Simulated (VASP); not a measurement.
# Al2Ru (Fddd) in VASP: notebook, part 3 of 3

VASP 6.6.1. Earlier steps stand in the parts before.

**5. Single point, LDA**

This run uses another cell than the first one, of 13.12 Å³/atom.

Contents of INCAR:

```
  PREC = Accurate
  ENCUT = 500
  EDIFF = 1E-6
  ISMEAR = 1
  SIGMA = 0.03
  LREAL = F
  LASPH = T
  NELM = 120
  ALGO = Normal
  ISIF = 2
  LWAVE = F
  LCHARG = F
  GGA = CA
  NBANDS = 29
  GGA_COMPAT = F
```

Contents of KPOINTS:

```
regular mesh
0
Gamma
  10 10 10
```

Contents of POSCAR:

```
Al2Ru
1.0
    0.0000000000      4.0111258791      4.4097332206
    2.2250684664      0.0000000000      4.4097332206
    2.2250684664      4.0111258791      0.0000000000
Al Ru
4 2
Direct
    0.0788992938      0.4211007062      0.0788992938
    0.4211007062      0.0788992938      0.4211007062
    0.1711007062      0.8288992938      0.1711007062
    0.8288992938      0.1711007062      0.8288992938
    0.7500000000      0.7500000000      0.7500000000
    0.5000000000      0.5000000000      0.5000000000
```

Potentials or basis: VASP PAW LDA potentials, release 64 (Al, Ru_pv).

Started as:

```console
$ cat potpaw_LDA.64/Al/POTCAR potpaw_LDA.64/Ru_pv/POTCAR > POTCAR
$ mpirun -np 1 vasp_std > vasp.out
```

OUTCAR:

```text
PREC = Accurate
   ENCUT = 500
   EDIFF = 1E-6
   ISMEAR = 1
   LREAL = F
   LASPH = T
   NELM = 120
   ISIF = 2
   GGA = CA

 ion  position               nearest neighbor table
   1  0.079  0.421  0.079-   6 2.55   6 2.55   2 2.56   2 2.56   3 2.58   3 2.58   5 2.61   5 2.61
                             5 2.64   2 2.75   4 3.18   4 3.18   4 3.18   4 3.18
   2  0.421  0.079  0.421-   6 2.55   6 2.55   1 2.56   1 2.56   4 2.58   4 2.58   5 2.61   5 2.61
                             5 2.64   1 2.75   3 3.18   3 3.18   3 3.18   3 3.18
   3  0.171  0.829  0.171-   5 2.55   5 2.55   4 2.56   4 2.56   1 2.58   1 2.58   6 2.61   6 2.61
                             6 2.64   4 2.75   2 3.18   2 3.18   2 3.18   2 3.18
   4  0.829  0.171  0.829-   5 2.55   5 2.55   3 2.56   3 2.56   2 2.58   2 2.58   6 2.61   6 2.61
                             6 2.64   3 2.75   1 3.18   1 3.18   1 3.18   1 3.18
[... 986 lines left out ...]
  external PRESSURE =      53.8012412 kB  Pullay stress =       0.0000000 kB

 VOLUME and BASIS-vectors are now :
 -----------------------------------------------------------------------------
  energy-cutoff  :      500.00
  volume of cell :       78.71
      direct lattice vectors                 reciprocal lattice vectors
     0.000000000  4.011125879  4.409733221    -0.224712186  0.124653281  0.113385544
     2.225068466  0.000000000  4.409733221     0.224712186 -0.124653281  0.113385544
     2.225068466  4.011125879  0.000000000     0.224712186  0.124653281 -0.113385544

 POSITION                                       TOTAL-FORCE (eV/Angst)
 -----------------------------------------------------------------------------------
      1.11253      0.63295      2.20487        -0.000000      0.278452     -0.000000
      1.11253      3.37818      2.20487        -0.000000     -0.278452     -0.000000
      2.22507      1.37261      4.40973         0.000000     -0.278452      0.000000
      2.22507      6.64964      4.40973         0.000000      0.278452      0.000000
      3.33760      6.01669      6.61460         0.000000      0.000000      0.000000
      2.22507      4.01113      4.40973        -0.000000     -0.000000     -0.000000
 -----------------------------------------------------------------------------------
    total drift:                               -0.000000     -0.000000     -0.000000

  FREE ENERGIE OF THE ION-ELECTRON SYSTEM (eV)
  ---------------------------------------------------
  free  energy   TOTEN  =       -42.1895474146 eV

  energy  without entropy=      -42.1895502280  energy(sigma->0) =      -42.18954835
```

OSZICAR:

```text
N       E                     dE             d eps       ncg     rms          rms(c)
DAV:   1     0.293404246074E+03    0.29340E+03   -0.21119E+04 10534   0.128E+03
DAV:   2    -0.333200860146E+02   -0.32672E+03   -0.31580E+03 10599   0.352E+02
DAV:   3    -0.437315838326E+02   -0.10411E+02   -0.10273E+02 12183   0.611E+01
DAV:   4    -0.438495405414E+02   -0.11796E+00   -0.11784E+00 11587   0.637E+00
DAV:   5    -0.438519835768E+02   -0.24430E-02   -0.24446E-02 12467   0.928E-01    0.194E+01
DAV:   6    -0.428981464069E+02    0.95384E+00   -0.12523E+01 11071   0.242E+01    0.529E+00
DAV:   7    -0.423018848107E+02    0.59626E+00   -0.32468E+00 10727   0.125E+01    0.438E+00
DAV:   8    -0.421939737342E+02    0.10791E+00   -0.21536E-01 11257   0.342E+00    0.563E-01
DAV:   9    -0.421899383634E+02    0.40354E-02   -0.72213E-03 12761   0.452E-01    0.346E-01
DAV:  10    -0.421896503741E+02    0.28799E-03   -0.20624E-03 11252   0.354E-01    0.124E-01
DAV:  11    -0.421895492502E+02    0.10112E-03   -0.54331E-04 11267   0.180E-01    0.297E-02
DAV:  12    -0.421895474185E+02    0.18317E-05   -0.13288E-05 12643   0.217E-02    0.467E-03
DAV:  13    -0.421895474146E+02    0.38553E-08   -0.45249E-07  6509   0.394E-03
   1 F= -.42189547E+02 E0= -.42189548E+02  d E =0.281340E-05
```

Run time: 8.6 min. Hardware: 1 thread of Oxide Virtual Turin-like, shared host; peak memory 0.37 GiB.

Results:

- Free energy: -42.1895 eV
- Pressure: 5.4 GPa
- Largest force: 0.278 eV/Å
- Band gap on the k mesh: zero (bands 20 and 21 overlap by 0.30 eV)

Forces in eV/Å, atoms in the order of the input:
```
Al   0.000  0.278  0.000
Al   0.000 -0.278  0.000
Al   0.000 -0.278  0.000
Al   0.000  0.278  0.000
Ru   0.000  0.000  0.000
Ru   0.000  0.000  0.000
```

Stress tensor (GPa, compression positive):
```
17.89  0.00  0.00
 0.00 -0.76  0.00
 0.00  0.00 -0.99
```

Caveat: the stress differs along the axes, from -1 to 18 GPa.

**6. Single point, LDA**

This run uses another cell than the first one, of 12.58 Å³/atom.

Contents of INCAR:

```
SYSTEM = Al2Ru
PREC     = Accurate       ! precision mode
ENCUT    = 500            ! plane-wave cutoff, eV
EDIFF    = 1E-6           ! SCF threshold, eV
ISMEAR   = 0              ! smearing method
SIGMA    = 0.03           ! smearing width, eV
LREAL    = .False.        ! projectors in reciprocal space
LASPH    = .True.         ! aspherical terms in the spheres
NELM     = 120            ! most SCF steps
ALGO     = Normal         ! electronic algorithm
ISIF     = 2              ! what is computed and relaxed
LWAVE    = .False.        ! write WAVECAR
LCHARG   = .False.        ! write CHGCAR
GGA      = CA             ! functional
NBANDS   = 29             ! bands
GGA_COMPAT= .False.
```

Contents of KPOINTS:

```
Automatic mesh
0
Gamma
  10 10 10
  0 0 0
```

POSCAR, as its differences from that of step 5:

```diff
@@ -2,5 +2,5 @@
 1.0
-    0.0000000000      4.0111258791      4.4097332206
-    2.2250684664      0.0000000000      4.4097332206
-    2.2250684664      4.0111258791      0.0000000000
+    0.0000000000      3.7243489086      4.0944576666
+    2.4756726501      0.0000000000      4.0944576666
+    2.4756726501      3.7243489086      0.0000000000
 Al Ru
```

Potentials or basis: VASP PAW LDA potentials, release 64 (Al, Ru_pv).

Started as:

```console
$ cat potpaw_LDA.64/Al/POTCAR potpaw_LDA.64/Ru_pv/POTCAR > POTCAR
$ mpirun -np 1 vasp_std > vasp.out
```

It took 10 min on 1 thread of Oxide Virtual Turin-like, shared host; peak memory 0.35 GiB.

The run converged. Its results:

* Free energy: -41.4593 eV
* Pressure: 16.0 GPa
* Largest force: 0.337 eV/Å
* Band gap on the k mesh: 0.43 eV (least direct gap 1.21 eV)

Forces in eV/Å, atoms in the order of the input:
```
Al   0.000 -0.337  0.000
Al   0.000  0.337  0.000
Al   0.000  0.337  0.000
Al   0.000 -0.337  0.000
Ru   0.000  0.000  0.000
Ru   0.000  0.000  0.000
```

Stress tensor (GPa, compression positive):
```
-9.14  0.00  0.00
 0.00 29.04  0.00
 0.00  0.00 28.16
```

Levels at points of the mesh, in eV from the valence-band top:
```tsv
k point	band 18	band 19	band 20	band 21	band 22	band 23
(0.00, 0.00, 0.00)	-0.99	-0.19	-0.10	1.34	2.84	2.84
(0.50, 0.00, 0.00)	-1.73	-0.91	-0.49	0.72	1.29	2.35
(0.50, 0.50, 0.00)	-1.57	-1.06	-1.06	2.09	2.09	3.60
(0.50, 0.00, 0.50)	-2.03	-1.18	-1.18	2.61	2.61	2.71
(0.00, 0.50, 0.50)	-2.29	-0.94	-0.94	0.49	0.49	5.01
```

Caveat: the stress differs along the axes, from -9 to 29 GPa. A k mesh can miss the band edges.

**7. Overview**

```tsv
cell	cutoff (eV)	smearing	gap on the mesh (eV)	pressure (GPa)	largest force (eV/Å)
a = 6.164, b = 5.048, c = 4.679 Å, angles 78.5, 53.4, 48.1°, 6 atoms	520	gaussian 0.03 eV	none	-0.6	0.47
a = 5.981, b = 4.987, c = 4.636 Å, angles 76.8, 54.3, 49.0°, 6 atoms	520	gaussian 0.03 eV	none	-3.0	0.10
a = 6.102, b = 5.026, c = 4.663 Å, angles 78.0, 53.7, 48.4°, 6 atoms	520	gaussian 0.03 eV	none	-1.7	0.35
a = 5.961, b = 4.939, c = 4.587 Å, angles 77.4, 54.0, 48.7°, 6 atoms	500	methfessel-paxton 0.03 eV	none	5.4	0.28
a = 5.535, b = 4.785, c = 4.472 Å, angles 73.4, 55.9, 50.7°, 6 atoms	500	gaussian 0.03 eV	0.43	16.0	0.34
```

Alike in all rows: task single point; level LDA; potentials or basis VASP PAW LDA potentials, release 64 (Al, Ru_pv); no spin polarisation; k mesh 10 × 10 × 10.

Caveats: the stress differs along the axes, from -13 to 21 GPa (at least some runs); the stress differs along the axes, from -6 to 3 GPa (at least some runs); the stress differs along the axes, from -11 to 15 GPa (at least some runs); the stress differs along the axes, from -1 to 18 GPa (at least some runs); the stress differs along the axes, from -9 to 29 GPa (at least some runs).

Absolute energies hang on the potentials; compare differences alone.
